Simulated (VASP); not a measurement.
# Al2Au (Fm-3m) in VASP: a series of runs

Al2Au is run at these levels: r2SCAN+D3(BJ); tasks: single point.

Everything below comes from runs of VASP 6.6.1. Logs are shortened: lines on timing, memory, paths and dates and some standing lists are left out, and cuts for length are marked.

**1. The cell of the first run**

Symmetry: Fm-3m, No. 225, cubic system. Conventional cell: a = 5.793 Å, b = 5.793 Å, c = 5.793 Å, α = 90.00°, β = 90.00°, γ = 90.00°. Al (site symmetry -43m) has 4 Au at 2.51 Å and 6 Al at 2.90 Å within 3.3 Å. Au (site symmetry m-3m) has 8 Al at 2.51 Å within 3.3 Å.

**2. Single point, r2SCAN+D3(BJ)**

File POSCAR:

```
Al2Au
1.0
    0.0000000000      2.8964681538      2.8964681538
    2.8964681538      0.0000000000      2.8964681538
    2.8964681538      2.8964681538      0.0000000000
Al Au
2 1
Direct
    0.2500000000      0.2500000000      0.2500000000
    0.7500000000      0.7500000000      0.7500000000
    0.0000000000      0.0000000000      0.0000000000
```

File INCAR.step1:

```
SYSTEM = Al2Au
PREC     = Accurate       ! precision mode
ENCUT    = 520            ! plane-wave cutoff, eV
ISMEAR   = -1             ! smearing method
SIGMA    = 0.2            ! smearing width, eV
LREAL    = .FALSE.        ! projectors in reciprocal space
LASPH    = .TRUE.         ! aspherical terms in the spheres
NELM     = 60             ! most SCF steps
NBANDS   = 16             ! bands
GGA      = PE             ! functional
ALGO     = Normal         ! electronic algorithm
EDIFF    = 1E-4           ! SCF threshold, eV
LWAVE    = .TRUE.         ! write WAVECAR
LCHARG   = .FALSE.        ! write CHGCAR
```

File INCAR.step2:

```
SYSTEM = Al2Au
PREC     = Accurate       ! precision mode
ENCUT    = 520            ! plane-wave cutoff, eV
EDIFF    = 1E-6           ! SCF threshold, eV
ISMEAR   = -1             ! smearing method
SIGMA    = 0.2            ! smearing width, eV
LREAL    = .FALSE.        ! projectors in reciprocal space
LASPH    = .TRUE.         ! aspherical terms in the spheres
NELM     = 60             ! most SCF steps
ALGO     = Normal         ! electronic algorithm
ISIF     = 2              ! what is computed and relaxed
LWAVE    = .FALSE.        ! write WAVECAR
LCHARG   = .FALSE.        ! write CHGCAR
METAGGA  = R2SCAN         ! meta-GGA
LMIXTAU  = .TRUE.       
IVDW     = 12             ! dispersion correction
VDW_S6   = 1.0          
VDW_S8   = 0.78981345   
VDW_A1   = 0.49484001   
VDW_A2   = 5.73083694   
NBANDS   = 16             ! bands
ISTART   = 1
```

File KPOINTS:

```
regular mesh
0
G
  7 7 7
  0 0 0
```

Potentials or basis: VASP PAW PBE potentials, release 64 (Al, Au).

Started as:

```sh
$ cat potpaw_PBE.64/Al/POTCAR potpaw_PBE.64/Au/POTCAR > POTCAR
$ cp INCAR.step1 INCAR
$ mpirun -np 1 vasp_std > vasp.out
$ cp INCAR.step2 INCAR
$ mpirun -np 1 vasp_std > vasp.out
```

OUTCAR:

```text
SYSTEM = Al2Au
   PREC = Accurate
   ENCUT = 520
   EDIFF = 1E-6
   ISMEAR = -1
   LREAL = .FALSE.
   LASPH = .TRUE.
   NELM = 60
   ISIF = 2
   METAGGA = R2SCAN
   IVDW = 12
   ISTART = 1
 IVDW          = 12

 ion  position               nearest neighbor table
   1  0.250  0.250  0.250-   3 2.51   3 2.51   3 2.51   3 2.51   2 2.90   2 2.90   2 2.90   2 2.90
                             2 2.90   2 2.90
   2  0.750  0.750  0.750-   3 2.51   3 2.51   3 2.51   3 2.51   1 2.90   1 2.90   1 2.90   1 2.90
                             1 2.90   1 2.90
   3  0.000  0.000  0.000-   2 2.51   2 2.51   2 2.51   1 2.51   1 2.51   1 2.51   2 2.51   1 2.51

  LATTYP: Found a face centered cubic cell.
 ALAT       =     5.7929363076

  Lattice vectors:

 A1 = (   0.0000000000,   2.8964681538,   2.8964681538)
 A2 = (   2.8964681538,   0.0000000000,   2.8964681538)
 A3 = (   2.8964681538,   2.8964681538,   0.0000000000)

Analysis of symmetry for initial positions (statically):
=====================================================================
 Subroutine PRICEL returns:
 Original cell was already a primitive cell.

 Routine SETGRP: Setting up the symmetry group for a
 face centered cubic supercell.

 Subroutine GETGRP returns: Found 48 space group operations
 (whereof 48 operations were pure point group operations)
 out of a pool of 48 trial point group operations.

The static configuration has the point symmetry O_h .

Analysis of symmetry for dynamics (positions and initial velocities):
=====================================================================
 Subroutine PRICEL returns:
 Original cell was already a primitive cell.

 Routine SETGRP: Setting up the symmetry group for a
 face centered cubic supercell.

 Subroutine GETGRP returns: Found 48 space group operations
 (whereof 48 operations were pure point group operations)
 out of a pool of 48 trial point group operations.

The dynamic configuration has the point symmetry O_h .

 Subroutine INISYM returns: Found 48 space group operations
 (whereof 48 operations are pure point group operations),
 and found     1 'primitive' translations

----------------------------------------------------------------------------------------

                                     Primitive cell

  volume of cell :      48.6000

  direct lattice vectors                    reciprocal lattice vectors
     0.000000000  2.896468154  2.896468154    -0.172624028  0.172624028  0.172624028
     2.896468154  0.000000000  2.896468154     0.172624028 -0.172624028  0.172624028
     2.896468154  2.896468154  0.000000000     0.172624028  0.172624028 -0.172624028

  length of vectors
     4.096224546  4.096224546  4.096224546     0.298993587  0.298993587  0.298993587

  position of ions in fractional coordinates (direct lattice)
     0.250000000  0.250000000  0.250000000
     0.750000000  0.750000000  0.750000000
     0.000000000  0.000000000  0.000000000

  ion indices of the primitive-cell ions
   primitive index   ion index
                 1           1
                 2           2
                 3           3

----------------------------------------------------------------------------------------

 KPOINTS: regular mesh

Automatic generation of k-mesh.
 Grid dimensions read from file:
 generate k-points for:    7    7    7

 Generating k-lattice:

  Cartesian coordinates                     Fractional coordinates (reciprocal lattice)
    -0.024660575  0.024660575  0.024660575     0.142857143  0.000000000  0.000000000
     0.024660575 -0.024660575  0.024660575     0.000000000  0.142857143  0.000000000
     0.024660575  0.024660575 -0.024660575     0.000000000  0.000000000  0.142857143

  Length of vectors
     0.042713370  0.042713370  0.042713370

  Shift w.r.t. Gamma in fractional coordinates (k-lattice)
     0.000000000  0.000000000  0.000000000

 Subroutine IBZKPT returns following result:
 ===========================================

 Found     20 irreducible k-points:

 Following reciprocal coordinates:
            Coordinates               Weight
  0.000000  0.000000  0.000000      1.000000
  0.142857  0.000000  0.000000      8.000000
  0.285714  0.000000  0.000000      8.000000
  0.428571  0.000000  0.000000      8.000000
  0.142857  0.142857  0.000000      6.000000
  0.285714  0.142857  0.000000     24.000000
[... 12 lines left out ...]
 -0.428571  0.428571  0.142857     24.000000
 -0.285714  0.428571  0.142857     24.000000
   k-points           NKPTS =     20   k-points in BZ     NKDIM =     20   number of bands    NBANDS=     16
   number of dos      NEDOS =    301   number of ions     NIONS =      3
   total plane-waves  NPLWV =  27000
   dimension x,y,z NGX =    30 NGY =   30 NGZ =   30
   dimension x,y,z NGXF=    60 NGYF=   60 NGZF=   60
   ions per type =               2   1
   NGX,Y,Z   is equivalent  to a cutoff of  12.18, 12.18, 12.18 a.u.
   NGXF,Y,Z  is equivalent  to a cutoff of  24.35, 24.35, 24.35 a.u.
 SYSTEM =  Al2Au
   PREC   = accura    normal or accurate (medium, high low for compatibility)
   ISTART =      1    job   : 0-new  1-cont  2-samecut
   ICHARG =      0    charge: 1-file 2-atom 10-const
   ISPIN  =      1    spin polarized calculation?
   LNONCOLLINEAR =      F non collinear calculations
   LSORBIT =      F    spin-orbit coupling
   LASPH  =      T    aspherical Exc in radial PAW
   ENCUT  =  520.0 eV  38.22 Ry    6.18 a.u.   7.62  7.62  7.62*2*pi/ulx,y,z
   NELM   =     60;   NELMIN=  2; NELMDL=  0     # of ELM steps
   EDIFF  = 0.1E-05   stopping-criterion for ELM
   LREAL  =      F    real-space projection
   EDIFFG = 0.1E-04   stopping-criterion for IOM
   NSW    =      0    number of steps for IOM
   IBRION =     -1    ionic relax: 0-MD 1-quasi-New 2-CG
   NFREE  =      0    steps in history (QN), initial steepest desc. (CG)
   ISIF   =      2    stress and relaxation
   ISYM   =      2    0-nonsym 1-usesym 2-fastsym
   POTIM  = 0.5000    time-step for ionic-motion
   TEBEG  =    0.0;   TEEND  =   0.0 temperature during run
   PSTRESS=    0.0 pullay stress
   NELECT =      17.0000    total number of electrons
   NUPDOWN=      -1.0000    fix difference up-down
   EMIN   =  10.00;   EMAX   =-10.00  energy-range for DOS
   EFERMI =   0.00;   METHOD = LEGACY
   ISMEAR =    -1;   SIGMA  =   0.20  broadening in eV -4-tet -1-fermi 0-gaus
   EFERMI_NEDOS =   21; number of points for ismear=-14 and -15
   IALGO  =     38    algorithm
   IMIX   =      4    mixing-type and parameters
     AMIX     =   0.40;   BMIX     =  1.00
     AMIX_MAG =   1.60;   BMIX_MAG =  1.00
  volume/ion in A,a.u.               =      16.20       109.32
  Fermi-wavevector in a.u.,A,eV,Ry     =   1.153486  2.179773 18.102964  1.330530
  Thomas-Fermi vector in A             =   2.290130
   LORBIT       =      0    0 simple, 1 ext, 2 COOP (PROOUT), +10 PAW based schemes
   METAGGA = R2SCAN    functional components
   LHFCALC =     F    Hartree Fock is set to
   AEXX    =    0.0000 exact exchange contribution
   IVDW    =    12    specifies the selected vdW correction
   LEPSILON=     F    determine dielectric tensor
   LRPA    =     F    only Hartree local field effects (RPA)
 non-spin polarized calculation
  energy-cutoff  :      520.00
  volume of cell :       48.60
 maximum number of plane-waves:      1363
   NGX = 15   NGY = 15   NGZ = 15

 number of electron      16.9999999 magnetization

 Free energy of the ion-electron system (eV)
  ---------------------------------------------------
  ext. energy  EPLUGINS =         0.00000000
  ---------------------------------------------------
  free energy    TOTEN  =       -65.33852884 eV

  energy without entropy =      -65.23138866  energy(sigma->0) =      -65.28495875

 E-fermi :   9.0125     XC(G=0): -11.7696

 val. band max:        8.8835394317   @ k =  -0.4286   0.1429   0.0000
 cond. band min:       9.0977862908   @ k =   0.2857   0.1429   0.0000
 fundamental gap:      0.2142468591
 Fermi energy:         9.0124599744

 k-point     1 :       0.0000    0.0000    0.0000
  band No.  band energies     occupation
      1      -2.9237      2.00000
      2       1.4172      2.00000
      3       1.4172      2.00000
      4       1.4172      2.00000
      5       2.5374      2.00000
      6       2.5374      2.00000
[... 8 lines left out ...]
     15      15.6226      0.00000
     16      15.6226      0.00000

 k-point     2 :       0.1429    0.0000    0.0000
  band No.  band energies     occupation
      1      -2.6197      2.00000
      2       1.3410      2.00000
      3       1.4951      2.00000
      4       1.4951      2.00000
      5       2.5246      2.00000
      6       2.5246      2.00000
[... 8 lines left out ...]
     15      15.1341      0.00000
     16      15.5672      0.00000

 k-point     3 :       0.2857    0.0000    0.0000
  band No.  band energies     occupation
      1      -1.7756      2.00000
      2       1.2363      2.00000
      3       1.6355      2.00000
      4       1.6355      2.00000
      5       2.5624      2.00000
      6       2.5624      2.00000
[... 8 lines left out ...]
     15      16.5310      0.00000
     16      17.2174      0.00000

 k-point     4 :       0.4286    0.0000    0.0000
  band No.  band energies     occupation
      1      -0.8084      2.00000
      2       1.5107      2.00000
      3       1.6932      2.00000
      4       1.6932      2.00000
      5       2.6884      2.00000
      6       2.6884      2.00000
[... 8 lines left out ...]
     15      18.3471      0.00000
     16      19.4497      0.00000
[... 248 lines left out ...]
 k-point    18 :      -0.4286    0.2857    0.1429
  band No.  band energies     occupation
      1      -0.0285      2.00000
      2       1.0968      2.00000
      3       1.7333      2.00000
      4       2.0659      2.00000
      5       2.5598      2.00000
      6       2.7076      2.00000
[... 8 lines left out ...]
     15      18.8804      0.00000
     16      20.1778      0.00000

 k-point    19 :      -0.4286    0.4286    0.1429
  band No.  band energies     occupation
      1       0.5873      2.00000
      2       0.8331      2.00000
      3       1.6227      2.00000
      4       2.3461      2.00000
      5       2.6474      2.00000
      6       2.8094      2.00000
[... 8 lines left out ...]
     15      20.3357      0.00000
     16      21.0439      0.00000

 k-point    20 :      -0.2857    0.4286    0.1429
  band No.  band energies     occupation
      1       0.7317      2.00000
      2       1.1534      2.00000
      3       1.6376      2.00000
      4       2.1067      2.00000
      5       2.3455      2.00000
      6       2.9282      2.00000
[... 8 lines left out ...]
     15      20.8817      0.00000
     16      21.1733      0.00000

------------------------ aborting loop because EDIFF is reached ----------------------------------------

 Edisp (eV)   -0.63289

 E8    (eV) :    -0.2249

  FORCE on cell =-STRESS in cart. coord.  units (eV):
  Direction    XX          YY          ZZ          XY          YZ          ZX
  --------------------------------------------------------------------------------------
  -------------------------------------------------------------------------------------
  Total       4.39407     4.39407     4.39407     0.00000    -0.00000     0.00000
  in kB     144.85744   144.85744   144.85744     0.00000    -0.00000     0.00000
  external pressure =      144.86 kB  Pullay stress =        0.00 kB

 VOLUME and BASIS-vectors are now :
 -----------------------------------------------------------------------------
  energy-cutoff  :      520.00
  volume of cell :       48.60
      direct lattice vectors                 reciprocal lattice vectors
     0.000000000  2.896468154  2.896468154    -0.172624028  0.172624028  0.172624028
     2.896468154  0.000000000  2.896468154     0.172624028 -0.172624028  0.172624028
     2.896468154  2.896468154  0.000000000     0.172624028  0.172624028 -0.172624028

 POSITION                                       TOTAL-FORCE (eV/Angst)
 -----------------------------------------------------------------------------------
      1.44823      1.44823      1.44823        -0.000000      0.000000      0.000000
      4.34470      4.34470      4.34470         0.000000     -0.000000     -0.000000
      0.00000      0.00000      0.00000        -0.000000      0.000000      0.000000
 -----------------------------------------------------------------------------------
    total drift:                                0.000000     -0.000000     -0.000000

  FREE ENERGIE OF THE ION-ELECTRON SYSTEM (eV)
  ---------------------------------------------------
  free  energy   TOTEN  =       -65.9714156324 eV

  energy  without entropy=      -65.8642754510  energy(sigma->0) =      -65.91784554
```

Run time: 54 s. Hardware: 1 thread of AMD EPYC 7R13 (Zen 3), shared host; peak memory 0.15 GiB.

Results:

| Property | Result |
| --- | --- |
| Free energy | -65.9714 eV |
| Pressure | 14.5 GPa |
| Dispersion energy per atom | -0.211 eV |

Caveat: the PAW data sets were made with another functional, which shifts forces and pressure a little; spin-orbit coupling is left out, which moves the levels of the heavy elements; pairwise dispersion overbinds metals, which lowers pressure and volume.

(Part 1 of 3 ends here.)
